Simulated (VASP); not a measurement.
# Al3Cu (P4/mmm) in VASP: notebook

The runs below take Al3Cu through single point, with r2SCAN.

Everything below comes from runs of VASP 6.6.1. Logs are shortened: lines on timing, memory, paths and dates and some standing lists are left out, and cuts for length are marked.

## (1) The cell of the first run

Symmetry: P4/mmm, No. 123, tetragonal system. The conventional cell has a = 2.778 Å, b = 2.778 Å, c = 7.513 Å, α = 90.00°, β = 90.00°, γ = 90.00°. Within 4.0 Å of Al (site symmetry 4/mmm) lie 16 Al at 2.78 to 3.93 Å and 2 Cu at 3.76 Å. Al (site symmetry 4mm) has 4 Cu at 2.60 Å and 9 Al at 2.78 to 3.40 Å within 3.4 Å. Cu (site symmetry 4/mmm) has 8 Al at 2.60 Å and 4 Cu at 2.78 Å within 3.4 Å.

## (2) Single point, r2SCAN

File POSCAR:

```
Al3Cu
1.0
    2.7784054294      0.0000000000      0.0000000000
    0.0000000000      2.7784054294      0.0000000000
    0.0000000000      0.0000000000      7.5134034100
Al Cu
3 1
Direct
    0.0000000000      0.0000000000      0.5000000000
    0.5000000000      0.5000000000      0.2261155100
    0.5000000000      0.5000000000      0.7738844900
    0.0000000000      0.0000000000      0.0000000000
```

File INCAR.step1:

```
SYSTEM = Al3Cu
PREC     = Accurate       ! precision mode
ENCUT    = 520            ! plane-wave cutoff, eV
ISMEAR   = 0              ! smearing method
SIGMA    = 0.2            ! smearing width, eV
LREAL    = .FALSE.        ! projectors in reciprocal space
LASPH    = .TRUE.         ! aspherical terms in the spheres
NELM     = 100            ! most SCF steps
NBANDS   = 18             ! bands
GGA      = PE             ! functional
ALGO     = Normal         ! electronic algorithm
EDIFF    = 1E-4           ! SCF threshold, eV
LWAVE    = .TRUE.         ! write WAVECAR
LCHARG   = .FALSE.        ! write CHGCAR
```

File INCAR.step2:

```
SYSTEM = Al3Cu
PREC     = Accurate       ! precision mode
ENCUT    = 520            ! plane-wave cutoff, eV
EDIFF    = 1E-6           ! SCF threshold, eV
ISMEAR   = 0              ! smearing method
SIGMA    = 0.2            ! smearing width, eV
LREAL    = .FALSE.        ! projectors in reciprocal space
LASPH    = .TRUE.         ! aspherical terms in the spheres
NELM     = 100            ! most SCF steps
ALGO     = Normal         ! electronic algorithm
ISIF     = 2              ! what is computed and relaxed
LWAVE    = .FALSE.        ! write WAVECAR
LCHARG   = .FALSE.        ! write CHGCAR
METAGGA  = R2SCAN         ! meta-GGA
LMIXTAU  = .TRUE.       
NBANDS   = 18             ! bands
ISTART   = 1
```

File KPOINTS:

```
Automatic mesh
0
G
  8 8 3
  0 0 0
```

Potentials or basis: VASP PAW PBE potentials, release 64 (Al, Cu).

The run is started by

```console
cat potpaw_PBE.64/Al/POTCAR potpaw_PBE.64/Cu/POTCAR > POTCAR
cp INCAR.step1 INCAR
mpirun -np 1 vasp_std > vasp.out
cp INCAR.step2 INCAR
mpirun -np 1 vasp_std > vasp.out
```

OUTCAR:

```text
SYSTEM = Al3Cu
   PREC = Accurate
   ENCUT = 520
   EDIFF = 1E-6
   ISMEAR = 0
   LREAL = .FALSE.
   LASPH = .TRUE.
   NELM = 100
   ISIF = 2
   METAGGA = R2SCAN
   ISTART = 1

 ion  position               nearest neighbor table
   1  0.000  0.000  0.500-   2 2.85   3 2.85   2 2.85   3 2.85   2 2.85   3 2.85   2 2.85   3 2.85

   2  0.500  0.500  0.226-   4 2.60   4 2.60   4 2.60   4 2.60   1 2.85   1 2.85   1 2.85   1 2.85

   3  0.500  0.500  0.774-   4 2.60   4 2.60   4 2.60   4 2.60   1 2.85   1 2.85   1 2.85   1 2.85

   4  0.000  0.000  0.000-   2 2.60   3 2.60   2 2.60   3 2.60   2 2.60   3 2.60   2 2.60   3 2.60

  LATTYP: Found a simple tetragonal cell.
 ALAT       =     2.7784054294
 C/A-ratio  =     2.7042141980

  Lattice vectors:

 A1 = (   2.7784054294,   0.0000000000,   0.0000000000)
 A2 = (   0.0000000000,   2.7784054294,   0.0000000000)
 A3 = (   0.0000000000,   0.0000000000,   7.5134034100)

Analysis of symmetry for initial positions (statically):
=====================================================================
 Subroutine PRICEL returns:
 Original cell was already a primitive cell.

 Routine SETGRP: Setting up the symmetry group for a
 simple tetragonal supercell.

 Subroutine GETGRP returns: Found 16 space group operations
 (whereof 16 operations were pure point group operations)
 out of a pool of 16 trial point group operations.

The static configuration has the point symmetry D_4h.

Analysis of symmetry for dynamics (positions and initial velocities):
=====================================================================
 Subroutine PRICEL returns:
 Original cell was already a primitive cell.

 Routine SETGRP: Setting up the symmetry group for a
 simple tetragonal supercell.

 Subroutine GETGRP returns: Found 16 space group operations
 (whereof 16 operations were pure point group operations)
 out of a pool of 16 trial point group operations.

The dynamic configuration has the point symmetry D_4h.

 Subroutine INISYM returns: Found 16 space group operations
 (whereof 16 operations are pure point group operations),
 and found     1 'primitive' translations

----------------------------------------------------------------------------------------

                                     Primitive cell

  volume of cell :      58.0000

  direct lattice vectors                    reciprocal lattice vectors
     2.778405429  0.000000000  0.000000000     0.359918675  0.000000000  0.000000000
     0.000000000  2.778405429  0.000000000     0.000000000  0.359918675  0.000000000
     0.000000000  0.000000000  7.513403410     0.000000000  0.000000000  0.133095476

  length of vectors
     2.778405429  2.778405429  7.513403410     0.359918675  0.359918675  0.133095476

  position of ions in fractional coordinates (direct lattice)
     0.000000000  0.000000000  0.500000000
     0.500000000  0.500000000  0.226115510
     0.500000000  0.500000000  0.773884490
     0.000000000  0.000000000  0.000000000

  ion indices of the primitive-cell ions
   primitive index   ion index
                 1           1
                 2           2
                 3           3
                 4           4

----------------------------------------------------------------------------------------

 KPOINTS: Automatic mesh

Automatic generation of k-mesh.
 Grid dimensions read from file:
 generate k-points for:    8    8    3

 Generating k-lattice:

  Cartesian coordinates                     Fractional coordinates (reciprocal lattice)
     0.044989834  0.000000000  0.000000000     0.125000000  0.000000000  0.000000000
     0.000000000  0.044989834  0.000000000     0.000000000  0.125000000  0.000000000
     0.000000000  0.000000000  0.044365159     0.000000000  0.000000000  0.333333333

  Length of vectors
     0.044989834  0.044989834  0.044365159

  Shift w.r.t. Gamma in fractional coordinates (k-lattice)
     0.000000000  0.000000000  0.000000000

 Subroutine IBZKPT returns following result:
 ===========================================

 Found     30 irreducible k-points:

 Following reciprocal coordinates:
            Coordinates               Weight
  0.000000  0.000000  0.000000      1.000000
  0.125000  0.000000  0.000000      4.000000
  0.250000  0.000000  0.000000      4.000000
  0.375000  0.000000  0.000000      4.000000
  0.500000  0.000000  0.000000      2.000000
  0.125000  0.125000  0.000000      4.000000
[... 16 lines left out ...]
  0.375000  0.125000  0.333333     16.000000
  0.500000  0.125000  0.333333      8.000000
 [... further k-points ...]
   k-points           NKPTS =     30   k-points in BZ     NKDIM =     30   number of bands    NBANDS=     18
   number of dos      NEDOS =    301   number of ions     NIONS =      4
   total plane-waves  NPLWV =  32256
   dimension x,y,z NGX =    24 NGY =   24 NGZ =   56
   dimension x,y,z NGXF=    48 NGYF=   48 NGZF=  112
   ions per type =               3   1
   NGX,Y,Z   is equivalent  to a cutoff of  14.36, 14.36, 12.39 a.u.
   NGXF,Y,Z  is equivalent  to a cutoff of  28.72, 28.72, 24.78 a.u.
 SYSTEM =  Al3Cu
   PREC   = accura    normal or accurate (medium, high low for compatibility)
   ISTART =      1    job   : 0-new  1-cont  2-samecut
   ICHARG =      0    charge: 1-file 2-atom 10-const
   ISPIN  =      1    spin polarized calculation?
   LNONCOLLINEAR =      F non collinear calculations
   LSORBIT =      F    spin-orbit coupling
   LASPH  =      T    aspherical Exc in radial PAW
   ENCUT  =  520.0 eV  38.22 Ry    6.18 a.u.   5.17  5.17 13.97*2*pi/ulx,y,z
   NELM   =    100;   NELMIN=  2; NELMDL=  0     # of ELM steps
   EDIFF  = 0.1E-05   stopping-criterion for ELM
   LREAL  =      F    real-space projection
   EDIFFG = 0.1E-04   stopping-criterion for IOM
   NSW    =      0    number of steps for IOM
   IBRION =     -1    ionic relax: 0-MD 1-quasi-New 2-CG
   NFREE  =      0    steps in history (QN), initial steepest desc. (CG)
   ISIF   =      2    stress and relaxation
   ISYM   =      2    0-nonsym 1-usesym 2-fastsym
   POTIM  = 0.5000    time-step for ionic-motion
   TEBEG  =    0.0;   TEEND  =   0.0 temperature during run
   PSTRESS=    0.0 pullay stress
   NELECT =      20.0000    total number of electrons
   NUPDOWN=      -1.0000    fix difference up-down
   EMIN   =  10.00;   EMAX   =-10.00  energy-range for DOS
   EFERMI =   0.00;   METHOD = LEGACY
   ISMEAR =     0;   SIGMA  =   0.20  broadening in eV -4-tet -1-fermi 0-gaus
   EFERMI_NEDOS =   21; number of points for ismear=-14 and -15
   IALGO  =     38    algorithm
   IMIX   =      4    mixing-type and parameters
     AMIX     =   0.40;   BMIX     =  1.00
     AMIX_MAG =   1.60;   BMIX_MAG =  1.00
  volume/ion in A,a.u.               =      14.50        97.85
  Fermi-wavevector in a.u.,A,eV,Ry     =   1.148001  2.169407 17.931197  1.317906
  Thomas-Fermi vector in A             =   2.284678
   LORBIT       =      0    0 simple, 1 ext, 2 COOP (PROOUT), +10 PAW based schemes
   METAGGA = R2SCAN    functional components
   LHFCALC =     F    Hartree Fock is set to
   AEXX    =    0.0000 exact exchange contribution
   IVDW    =     0    specifies the selected vdW correction
   LEPSILON=     F    determine dielectric tensor
   LRPA    =     F    only Hartree local field effects (RPA)
 non-spin polarized calculation
 Gauss-broadening in eV      SIGMA  =   0.20
  energy-cutoff  :      520.00
  volume of cell :       58.00
 maximum number of plane-waves:      1580
 NGX is ok and might be reduce to    24
   NGX = 11   NGY = 11   NGZ = 27

 number of electron      20.0000014 magnetization

 Free energy of the ion-electron system (eV)
  ---------------------------------------------------
  ext. energy  EPLUGINS =         0.00000000
  ---------------------------------------------------
  free energy    TOTEN  =       -31.37691557 eV

  energy without entropy =      -31.33649100  energy(sigma->0) =      -31.35670329

 E-fermi :   8.5314     XC(G=0): -11.7263

 val. band max:        8.4883934421   @ k =   0.3750   0.1250   0.0000
 cond. band min:       8.5321250934   @ k =   0.2500   0.1250   0.0000
 fundamental gap:      0.0437316513
 Fermi energy:         8.5314440066

 k-point     1 :       0.0000    0.0000    0.0000
  band No.  band energies     occupation
      1      -3.3924      2.00000
      2      -0.8085      2.00000
      3      -0.3996      2.00000
      4       3.9142      2.00000
      5       3.9875      2.00000
      6       4.8332      2.00000
[... 10 lines left out ...]
     17      18.3588      0.00000
     18      18.3588      0.00000

 k-point     2 :       0.1250    0.0000    0.0000
  band No.  band energies     occupation
      1      -3.0728      2.00000
      2      -0.5177      2.00000
      3      -0.0800      2.00000
      4       3.9651      2.00000
      5       4.0711      2.00000
      6       4.6473      2.00000
[... 10 lines left out ...]
     17      18.7086      0.00000
     18      19.0501      0.00000

 k-point     3 :       0.2500    0.0000    0.0000
  band No.  band energies     occupation
      1      -2.1221      2.00000
      2       0.3342      2.00000
      3       0.8620      2.00000
      4       4.0585      2.00000
      5       4.2433      2.00000
      6       4.3234      2.00000
[... 10 lines left out ...]
     17      18.9744      0.00000
     18      19.1490      0.00000

 k-point     4 :       0.3750    0.0000    0.0000
  band No.  band energies     occupation
      1      -0.5682      2.00000
      2       1.6400      2.00000
      3       2.3404      2.00000
      4       3.6603      2.00000
      5       4.0422      2.00000
      6       4.2782      2.00000
[... 10 lines left out ...]
     17      20.1085      0.00000
     18      20.4294      0.00000

 k-point     5 :       0.5000    0.0000    0.0000
  band No.  band energies     occupation
      1       1.4119      2.00000
      2       1.6199      2.00000
      3       2.6728      2.00000
      4       3.7677      2.00000
      5       3.8026      2.00000
      6       4.2120      2.00000
[... 10 lines left out ...]
     17      20.1968      0.00000
     18      21.5071      0.00000

 k-point     6 :       0.1250    0.1250    0.0000
  band No.  band energies     occupation
      1      -2.7545      2.00000
      2      -0.2297      2.00000
      3       0.2370      2.00000
      4       4.0328      2.00000
      5       4.1408      2.00000
      6       4.6672      2.00000
[... 307 lines left out ...]
 k-point    21 :       0.1250    0.1250    0.3333
  band No.  band energies     occupation
      1      -2.4582      2.00000
      2      -1.4962      2.00000
      3       1.9779      2.00000
      4       3.7340      2.00000
      5       4.0333      2.00000
      6       4.6904      2.00000
[... 10 lines left out ...]
     17      17.8033      0.00000
     18      18.8492      0.00000

 k-point    22 :       0.2500    0.1250    0.3333
  band No.  band energies     occupation
      1      -1.5193      2.00000
      2      -0.5715      2.00000
      3       2.7102      2.00000
      4       3.9206      2.00000
      5       4.1646      2.00000
      6       4.5706      2.00000
[... 10 lines left out ...]
     17      17.7645      0.00000
     18      18.2266      0.00000

 k-point    23 :       0.3750    0.1250    0.3333
  band No.  band energies     occupation
      1       0.0112      2.00000
      2       0.9080      2.00000
      3       3.3825      2.00000
      4       3.8815      2.00000
      5       4.0718      2.00000
      6       4.4890      2.00000
[... 10 lines left out ...]
     17      18.6041      0.00000
     18      19.1448      0.00000

 k-point    24 :       0.5000    0.1250    0.3333
  band No.  band energies     occupation
      1       2.0032      2.00000
      2       2.0068      2.00000
      3       2.6819      2.00000
      4       2.8556      2.00000
      5       3.9580      2.00000
      6       4.2563      2.00000
[... 10 lines left out ...]
     17      17.3998      0.00000
     18      18.2133      0.00000

 [... further k-points ...]
[... 5 lines left out ...]
  --------------------------------------------------------------------------------------
  -------------------------------------------------------------------------------------
  Total        0.2164722      0.2164722      0.0490413      0.0000000      0.0000000      0.0000000
  in kB        5.9797737      5.9797737      1.3547035      0.0000000      0.0000000      0.0000000
  external PRESSURE =       4.4380836 kB  Pullay stress =       0.0000000 kB

 VOLUME and BASIS-vectors are now :
 -----------------------------------------------------------------------------
  energy-cutoff  :      520.00
  volume of cell :       58.00
      direct lattice vectors                 reciprocal lattice vectors
     2.778405429  0.000000000  0.000000000     0.359918675  0.000000000  0.000000000
     0.000000000  2.778405429  0.000000000     0.000000000  0.359918675  0.000000000
     0.000000000  0.000000000  7.513403410     0.000000000  0.000000000  0.133095476

 POSITION                                       TOTAL-FORCE (eV/Angst)
 -----------------------------------------------------------------------------------
      0.00000      0.00000      3.75670        -0.000000     -0.000000      0.000000
      1.38920      1.38920      1.69890         0.000000      0.000000     -0.088243
      1.38920      1.38920      5.81451        -0.000000      0.000000      0.088243
      0.00000      0.00000      0.00000        -0.000000     -0.000000      0.000000
 -----------------------------------------------------------------------------------
    total drift:                                0.000000      0.000000     -0.000000

  FREE ENERGIE OF THE ION-ELECTRON SYSTEM (eV)
  ---------------------------------------------------
  free  energy   TOTEN  =       -31.3769155739 eV

  energy  without entropy=      -31.3364910029  energy(sigma->0) =      -31.35670329
```

Run time: 2.5 min. Hardware: 1 thread of Intel Xeon 8259CL, shared host; peak memory 0.19 GiB.

What came out:

| Property | Result |
| --- | --- |
| Free energy | -31.3769 eV |
| Pressure | 0.4 GPa |
| Largest force | 0.088 eV/Å |
| Band gap on the k mesh | zero (bands 10 and 11 overlap by 5.18 eV) |

Forces in eV/Å, atoms in the order of the input:
```
Al   0.000  0.000  0.000
Al   0.000  0.000 -0.088
Al   0.000  0.000  0.088
Cu   0.000  0.000  0.000
```

Levels at points of the mesh, in eV from the Fermi level:
```
           k point  band 6  band 7  band 8  band 9  band 10  band 11  band 12  band 13  band 14  band 15
(0.00, 0.00, 0.00)   -3.70   -3.70   -3.30   -1.81     0.80     6.55     7.06     7.06     8.30     9.60
(0.50, 0.00, 0.00)   -4.32   -3.78   -3.76   -3.59    -2.41    -1.86     2.94     4.19     4.57     5.74
(0.50, 0.50, 0.00)   -2.77   -2.77   -0.60   -0.39     0.19     0.19     0.47     0.47     0.63     2.56
```

Caveat: the PAW data sets were made with another functional, which shifts forces and pressure a little.

(Part 1 of 2 ends here.)
